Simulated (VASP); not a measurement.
# ScAl2: single point with r2SCAN

ScAl2:

```
Sc Al
1.0
     0.00000    3.79330    3.79330
     3.79330    0.00000    3.79330
     3.79330    3.79330    0.00000
Sc Al
2 4
Cartesian
  3.7933 3.7933 3.7933
  5.6899 5.6899 5.6899
  0.9483 0.9483 0.9483
  0.9483 2.8450 2.8450
  2.8450 0.9483 2.8450
  2.8450 2.8450 0.9483
```

```
Program                : VASP 6.6.1
Task                   : single point
Functional             : r2SCAN
Potentials or basis    : VASP PAW PBE potentials, release 64 (Sc_sv, Al)
Cutoff                 : 520 eV
k mesh                 : 8 × 8 × 8
Occupations            : gaussian, width 0.1 eV
Spin                   : no spin polarisation
Dipole correction      : no
Further INCAR settings : ALGO = Normal; EDIFF = 1e-06; NBANDS = 26
```

- Pressure: -1.1 GPa
- Band gap on the k mesh: zero (bands 17 and 18 overlap by 2.57 eV)

Levels at points of the mesh, in eV from the Fermi level:
```
           k point  band 13  band 14  band 15  band 16  band 17  band 18  band 19  band 20  band 21  band 22
(0.00, 0.00, 0.00)    -2.75    -2.50    -2.50    -2.50    -1.80    -1.80     0.40     2.20     2.20     2.20
(0.50, 0.00, 0.00)    -3.82    -2.08    -2.08    -0.35    -0.14    -0.14     1.77     1.77     1.97     2.78
(0.50, 0.50, 0.00)    -3.80    -3.80     0.29     0.29     0.76     0.76     0.88     0.88     1.09     1.09
```

Run time: 2.4 min on 1 thread of Intel(R) Xeon(R) 6975P-C (Granite Rapids), with other jobs on the host, peak memory 0.29 GiB.

Caveat: the PAW data sets were made with another functional, which shifts forces and pressure a little.
